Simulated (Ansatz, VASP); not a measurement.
**Ti in VASP and in Ansatz**

```
Ti
1.0
     4.37983    0.00000    0.00000
    -2.18992    3.79305    0.00000
     0.00000    0.00000    2.71483
Ti
3
Direct
  0.00000 0.00000 0.00000
  0.33333 0.66667 0.50000
  0.66667 0.33333 0.50000
```

Change from the starting cell: equal strain along all axes, cell held, atoms relaxed: -3.0 %.

Alike in both runs: task single point; functional PBEsol; k mesh 12 × 12 × 18; occupations gaussian, width 0.1 eV; no spin polarisation.

```csv
,VASP,Ansatz
version,VASP 6.6.1,Ansatz 0.2.0
potentials or method,"VASP PAW PBE potentials, release 64 (Ti_sv), cutoff 520 eV","scalar-relativistic, plane waves, PAW"
valence electrons in the cell,36,36
```

Ansatz gave:

| Item | Value |
| --- | --- |
| gap on the k mesh at the Fermi level (eV) | none |
| pressure (GPa) | 12.8 |
| traceless stress, the component that is largest in VASP (GPa) | 0.68 |

**Question.** Estimate VASP's values.

**Answer.** gap on the k mesh at the Fermi level (eV): none; pressure (GPa): 12.2; traceless stress, the component that is largest in VASP (GPa): 0.67.

VASP's potentials were made for PBE, not for PBEsol. A gap of «none» marks a metal or a gap that the smearing closes.
